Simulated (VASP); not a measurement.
# CuI (F-43m) in VASP: single point with PBE+D4

Aim: the single point of CuI with PBE+D4.

Program: VASP 6.6.1. These are calculated values, not measurements. Logs are shortened: lines on timing, memory, paths and dates and some standing lists are left out, and cuts for length are marked.

## 1. The cell of the first run

Symmetry: F-43m, No. 216, cubic system. The conventional cell has a = 6.063 Å, b = 6.063 Å, c = 6.063 Å, α = 90.00°, β = 90.00°, γ = 90.00°. Cu (site symmetry -43m) has 4 I at 2.63 Å within 3.5 Å. I (site symmetry -43m) has 4 Cu at 2.63 Å within 3.5 Å.

## 2. Single point, PBE+D4

Input file INCAR:

```
PREC = Accurate ; ENCUT = 600
EDIFF = 1E-6 ; ISMEAR = 0
SIGMA = 0.01 ; LREAL = False
LASPH = True ; NELM = 120
ALGO = Normal ; ISIF = 2
LWAVE = False ; LCHARG = False
GGA = PE ; IVDW = 13
NBANDS = 16 ; GGA_COMPAT = False
```

Input file KPOINTS:

```
Automatic mesh
0
Gamma
  6 6 6
```

Input file POSCAR:

```
CuI
1.0
    0.0000000000      3.0315000000      3.0315000000
    3.0315000000      0.0000000000      3.0315000000
    3.0315000000      3.0315000000      0.0000000000
Cu I
1 1
Direct
    0.2500000000      0.2500000000      0.2500000000
    0.0000000000      0.0000000000      0.0000000000
```

Potentials or basis: VASP PAW PBE potentials, release 64 (Cu, I).

Started as:

```
cat potpaw_PBE.64/Cu/POTCAR potpaw_PBE.64/I/POTCAR > POTCAR
mpirun -np 1 vasp_std > vasp.out
```

OUTCAR:

```text
PREC = Accurate
   ENCUT = 600
   EDIFF = 1E-6
   ISMEAR = 0
   LREAL = False
   LASPH = True
   NELM = 120
   ISIF = 2
   GGA = PE
   IVDW = 13

 ion  position               nearest neighbor table
   1  0.250  0.250  0.250-   2 2.63   2 2.63   2 2.63   2 2.63
   2  0.000  0.000  0.000-   1 2.63   1 2.63   1 2.63   1 2.63

  LATTYP: Found a face centered cubic cell.
 ALAT       =     6.0630000000

  Lattice vectors:

 A1 = (   0.0000000000,   3.0315000000,   3.0315000000)
 A2 = (   3.0315000000,   0.0000000000,   3.0315000000)
 A3 = (   3.0315000000,   3.0315000000,   0.0000000000)

Analysis of symmetry for initial positions (statically):
=====================================================================
 Subroutine PRICEL returns:
 Original cell was already a primitive cell.

 Routine SETGRP: Setting up the symmetry group for a
 face centered cubic supercell.

 Subroutine GETGRP returns: Found 24 space group operations
 (whereof 24 operations were pure point group operations)
 out of a pool of 48 trial point group operations.

The static configuration has the point symmetry T_d .

Analysis of symmetry for dynamics (positions and initial velocities):
=====================================================================
 Subroutine PRICEL returns:
 Original cell was already a primitive cell.

 Routine SETGRP: Setting up the symmetry group for a
 face centered cubic supercell.

 Subroutine GETGRP returns: Found 24 space group operations
 (whereof 24 operations were pure point group operations)
 out of a pool of 48 trial point group operations.

The dynamic configuration has the point symmetry T_d .

 Subroutine INISYM returns: Found 24 space group operations
 (whereof 24 operations are pure point group operations),
 and found     1 'primitive' translations

----------------------------------------------------------------------------------------

                                     Primitive cell

  volume of cell :      55.7189

  direct lattice vectors                    reciprocal lattice vectors
     0.000000000  3.031500000  3.031500000    -0.164934851  0.164934851  0.164934851
     3.031500000  0.000000000  3.031500000     0.164934851 -0.164934851  0.164934851
     3.031500000  3.031500000  0.000000000     0.164934851  0.164934851 -0.164934851

  length of vectors
     4.287188414  4.287188414  4.287188414     0.285675541  0.285675541  0.285675541

  position of ions in fractional coordinates (direct lattice)
     0.250000000  0.250000000  0.250000000
     0.000000000  0.000000000  0.000000000

  ion indices of the primitive-cell ions
   primitive index   ion index
                 1           1
                 2           2

----------------------------------------------------------------------------------------

 KPOINTS: Automatic mesh

Automatic generation of k-mesh.
 Grid dimensions read from file:
 generate k-points for:    6    6    6

 Generating k-lattice:

  Cartesian coordinates                     Fractional coordinates (reciprocal lattice)
    -0.027489142  0.027489142  0.027489142     0.166666667  0.000000000  0.000000000
     0.027489142 -0.027489142  0.027489142     0.000000000  0.166666667  0.000000000
     0.027489142  0.027489142 -0.027489142     0.000000000  0.000000000  0.166666667

  Length of vectors
     0.047612590  0.047612590  0.047612590

  Shift w.r.t. Gamma in fractional coordinates (k-lattice)
     0.000000000  0.000000000  0.000000000

 Subroutine IBZKPT returns following result:
 ===========================================

 Found     16 irreducible k-points:

 Following reciprocal coordinates:
            Coordinates               Weight
  0.000000  0.000000  0.000000      1.000000
  0.166667  0.000000  0.000000      8.000000
  0.333333  0.000000  0.000000      8.000000
  0.500000  0.000000  0.000000      4.000000
  0.166667  0.166667  0.000000      6.000000
  0.333333  0.166667  0.000000     24.000000
[... 8 lines left out ...]
 -0.333333  0.333333  0.166667     24.000000
 -0.333333  0.500000  0.166667     12.000000
   k-points           NKPTS =     16   k-points in BZ     NKDIM =     16   number of bands    NBANDS=     16
   number of dos      NEDOS =    301   number of ions     NIONS =      2
   total plane-waves  NPLWV =  46656
   dimension x,y,z NGX =    36 NGY =   36 NGZ =   36
   dimension x,y,z NGXF=    72 NGYF=   72 NGZF=   72
   ions per type =               1   1
   NGX,Y,Z   is equivalent  to a cutoff of  13.96, 13.96, 13.96 a.u.
   NGXF,Y,Z  is equivalent  to a cutoff of  27.92, 27.92, 27.92 a.u.
 SYSTEM =  unknown system
   PREC   = accura    normal or accurate (medium, high low for compatibility)
   ISTART =      0    job   : 0-new  1-cont  2-samecut
   ICHARG =      2    charge: 1-file 2-atom 10-const
   ISPIN  =      1    spin polarized calculation?
   LNONCOLLINEAR =      F non collinear calculations
   LSORBIT =      F    spin-orbit coupling
   LASPH  =      T    aspherical Exc in radial PAW
   ENCUT  =  600.0 eV  44.10 Ry    6.64 a.u.   8.56  8.56  8.56*2*pi/ulx,y,z
   NELM   =    120;   NELMIN=  2; NELMDL= -5     # of ELM steps
   EDIFF  = 0.1E-05   stopping-criterion for ELM
   LREAL  =      F    real-space projection
   EDIFFG = 0.1E-04   stopping-criterion for IOM
   NSW    =      0    number of steps for IOM
   IBRION =     -1    ionic relax: 0-MD 1-quasi-New 2-CG
   NFREE  =      0    steps in history (QN), initial steepest desc. (CG)
   ISIF   =      2    stress and relaxation
   ISYM   =      2    0-nonsym 1-usesym 2-fastsym
   POTIM  = 0.5000    time-step for ionic-motion
   TEBEG  =    0.0;   TEEND  =   0.0 temperature during run
   PSTRESS=    0.0 pullay stress
   NELECT =      18.0000    total number of electrons
   NUPDOWN=      -1.0000    fix difference up-down
   EMIN   =  10.00;   EMAX   =-10.00  energy-range for DOS
   EFERMI =   0.00;   METHOD = LEGACY
   ISMEAR =     0;   SIGMA  =   0.01  broadening in eV -4-tet -1-fermi 0-gaus
   EFERMI_NEDOS =   21; number of points for ismear=-14 and -15
   IALGO  =     38    algorithm
   IMIX   =      4    mixing-type and parameters
     AMIX     =   0.40;   BMIX     =  1.00
     AMIX_MAG =   1.60;   BMIX_MAG =  1.00
  volume/ion in A,a.u.               =      27.86       188.00
  Fermi-wavevector in a.u.,A,eV,Ry     =   1.123306  2.122741 17.168055  1.261816
  Thomas-Fermi vector in A             =   2.259971
   LORBIT       =      0    0 simple, 1 ext, 2 COOP (PROOUT), +10 PAW based schemes
   GGA     = PE    functional components
   LHFCALC =     F    Hartree Fock is set to
   AEXX    =    0.0000 exact exchange contribution
   IVDW    =    13    specifies the selected vdW correction
   LEPSILON=     F    determine dielectric tensor
   LRPA    =     F    only Hartree local field effects (RPA)
 non-spin polarized calculation
 Gauss-broadening in eV      SIGMA  =   0.01
  energy-cutoff  :      600.00
  volume of cell :       55.72
 maximum number of plane-waves:      1874
 NGX is ok and might be reduce to    36
   NGX = 17   NGY = 17   NGZ = 17

 number of electron      18.0000006 magnetization

 Free energy of the ion-electron system (eV)
  ---------------------------------------------------
  ext. energy  EPLUGINS =         0.00000000
  ---------------------------------------------------
  free energy    TOTEN  =        -5.55972587 eV

  energy without entropy =       -5.55972587  energy(sigma->0) =       -5.55972587

 E-fermi :   4.4911     XC(G=0):  -8.9362

 val. band max:        4.4318311567   @ k =   0.0000   0.0000   0.0000
 cond. band min:       5.5746099538   @ k =   0.0000   0.0000   0.0000
 fundamental gap:      1.1427787971
 Fermi energy:         4.4911101419

 k-point     1 :       0.0000    0.0000    0.0000
  band No.  band energies     occupation
      1      -9.5782      2.00000
      2       0.7932      2.00000
      3       0.7932      2.00000
      4       0.7932      2.00000
      5       2.5810      2.00000
      6       2.5810      2.00000
[... 8 lines left out ...]
     15      14.0082      0.00000
     16      14.0082      0.00000

 k-point     2 :       0.1667    0.0000    0.0000
  band No.  band energies     occupation
      1      -9.4531      2.00000
      2       0.2898      2.00000
      3       0.8024      2.00000
      4       0.8024      2.00000
      5       2.5722      2.00000
      6       2.5722      2.00000
[... 8 lines left out ...]
     15      13.1722      0.00000
     16      13.5749      0.00000

 k-point     3 :       0.3333    0.0000    0.0000
  band No.  band energies     occupation
      1      -9.1788      2.00000
      2      -0.6822      2.00000
      3       0.8140      2.00000
      4       0.8140      2.00000
      5       2.5829      2.00000
      6       2.5829      2.00000
[... 8 lines left out ...]
     15      13.6532      0.00000
     16      13.6532      0.00000

 k-point     4 :       0.5000    0.0000    0.0000
  band No.  band energies     occupation
      1      -9.0266      2.00000
      2      -1.1499      2.00000
      3       0.8158      2.00000
      4       0.8158      2.00000
      5       2.6089      2.00000
      6       2.6089      2.00000
[... 8 lines left out ...]
     15      15.3014      0.00000
     16      15.3014      0.00000

 k-point     5 :       0.1667    0.1667    0.0000
  band No.  band energies     occupation
      1      -9.4113      2.00000
      2       0.2392      2.00000
      3       0.7648      2.00000
      4       0.7648      2.00000
      5       2.5284      2.00000
      6       2.6027      2.00000
[... 8 lines left out ...]
     15      14.2815      0.00000
     16      14.4740      0.00000

 k-point     6 :       0.3333    0.1667    0.0000
  band No.  band energies     occupation
      1      -9.1845      2.00000
      2      -0.4361      2.00000
      3       0.6837      2.00000
      4       0.7571      2.00000
      5       2.5126      2.00000
      6       2.6190      2.00000
[... 8 lines left out ...]
     15      14.5529      0.00000
     16      14.9445      0.00000

 k-point     7 :       0.5000    0.1667    0.0000
  band No.  band energies     occupation
      1      -8.9830      2.00000
      2      -0.9563      2.00000
      3       0.4879      2.00000
      4       0.7846      2.00000
      5       2.5454      2.00000
      6       2.6146      2.00000
[... 8 lines left out ...]
     15      15.1264      0.00000
     16      15.3467      0.00000

 k-point     8 :      -0.3333    0.1667    0.0000
  band No.  band energies     occupation
      1      -9.0341      2.00000
      2      -0.8040      2.00000
      3       0.4234      2.00000
      4       0.8274      2.00000
      5       2.5577      2.00000
      6       2.5853      2.00000
[... 8 lines left out ...]
     15      14.2847      0.00000
     16      15.5260      0.00000

 k-point     9 :      -0.1667    0.1667    0.0000
  band No.  band energies     occupation
      1      -9.2762      2.00000
      2      -0.1921      2.00000
      3       0.6181      2.00000
      4       0.8374      2.00000
      5       2.5376      2.00000
      6       2.5998      2.00000
[... 8 lines left out ...]
     15      13.8907      0.00000
     16      15.0313      0.00000

 k-point    10 :       0.3333    0.3333    0.0000
  band No.  band energies     occupation
      1      -9.0441      2.00000
      2      -0.7080      2.00000
      3       0.7103      2.00000
      4       0.7103      2.00000
      5       2.4603      2.00000
      6       2.6461      2.00000
[... 8 lines left out ...]
     15      15.0452      0.00000
     16      17.5996      0.00000

 k-point    11 :       0.5000    0.3333    0.0000
  band No.  band energies     occupation
      1      -8.8897      2.00000
      2      -0.9240      2.00000
      3       0.3843      2.00000
      4       0.7187      2.00000
      5       2.4966      2.00000
      6       2.6381      2.00000
[... 8 lines left out ...]
     15      15.5852      0.00000
     16      16.6432      0.00000

 k-point    12 :      -0.3333    0.3333    0.0000
  band No.  band energies     occupation
      1      -8.8855      2.00000
      2      -0.6930      2.00000
      3      -0.1185      2.00000
      4       0.7789      2.00000
      5       2.4638      2.00000
      6       2.5800      2.00000
[... 8 lines left out ...]
     15      13.7448      0.00000
     16      17.7100      0.00000

 k-point    13 :       0.5000    0.5000    0.0000
  band No.  band energies     occupation
      1      -8.8395      2.00000
      2      -1.1348      2.00000
      3       0.6841      2.00000
      4       0.6841      2.00000
      5       2.5565      2.00000
      6       2.6383      2.00000
[... 8 lines left out ...]
     15      15.7009      0.00000
     16      16.4519      0.00000

 k-point    14 :       0.5000    0.3333    0.1667
  band No.  band energies     occupation
      1      -8.9895      2.00000
      2      -0.7015      2.00000
      3       0.3127      2.00000
      4       0.7477      2.00000
      5       2.5202      2.00000
      6       2.5983      2.00000
[... 8 lines left out ...]
     15      15.3804      0.00000
     16      16.4569      0.00000

 k-point    15 :      -0.3333    0.3333    0.1667
  band No.  band energies     occupation
      1      -8.8855      2.00000
      2      -0.7527      2.00000
      3       0.0192      2.00000
      4       0.7077      2.00000
      5       2.4901      2.00000
      6       2.5828      2.00000
[... 8 lines left out ...]
     15      15.5546      0.00000
     16      16.2011      0.00000

 k-point    16 :      -0.3333    0.5000    0.1667
  band No.  band energies     occupation
      1      -8.8367      2.00000
      2      -0.8499      2.00000
      3       0.1590      2.00000
      4       0.6158      2.00000
      5       2.5356      2.00000
      6       2.5404      2.00000
[... 8 lines left out ...]
     15      15.9430      0.00000
     16      16.4780      0.00000

------------------------ aborting loop because EDIFF is reached ----------------------------------------

  DFT-D4 for vdW energy calculation

  Edisp (eV):   -0.73067

  FORCE on cell =-STRESS in cart. coord.  units (eV):
  Direction    XX          YY          ZZ          XY          YZ          ZX
  --------------------------------------------------------------------------------------
  -------------------------------------------------------------------------------------
  Total      -0.66523    -0.66523    -0.66523    -0.00000     0.00000    -0.00000
  in kB     -19.12851   -19.12851   -19.12851    -0.00000     0.00000    -0.00000
  external pressure =      -19.13 kB  Pullay stress =        0.00 kB

 VOLUME and BASIS-vectors are now :
 -----------------------------------------------------------------------------
  energy-cutoff  :      600.00
  volume of cell :       55.72
      direct lattice vectors                 reciprocal lattice vectors
     0.000000000  3.031500000  3.031500000    -0.164934851  0.164934851  0.164934851
     3.031500000  0.000000000  3.031500000     0.164934851 -0.164934851  0.164934851
     3.031500000  3.031500000  0.000000000     0.164934851  0.164934851 -0.164934851

 POSITION                                       TOTAL-FORCE (eV/Angst)
 -----------------------------------------------------------------------------------
      1.51575      1.51575      1.51575        -0.000000     -0.000000     -0.000000
      0.00000      0.00000      0.00000         0.000000      0.000000      0.000000
 -----------------------------------------------------------------------------------
    total drift:                                0.000000      0.000000      0.000000

  FREE ENERGIE OF THE ION-ELECTRON SYSTEM (eV)
  ---------------------------------------------------
  free  energy   TOTEN  =        -6.2903992515 eV

  energy  without entropy=       -6.2903992515  energy(sigma->0) =       -6.29039925
```

Wall time 26 s (1 thread of Intel Xeon Platinum 8488C (Sapphire Rapids), shared host); peak memory 0.2 GiB.

What came out:

* Free energy: -6.2904 eV
* Pressure: -1.9 GPa
* Band gap on the k mesh: 1.14 eV
* Dispersion energy per atom: -0.365 eV

Caveat: spin-orbit coupling is left out, which moves the levels of the heavy elements. A hybrid or GW would open this gap; PBE tends to underestimate it.
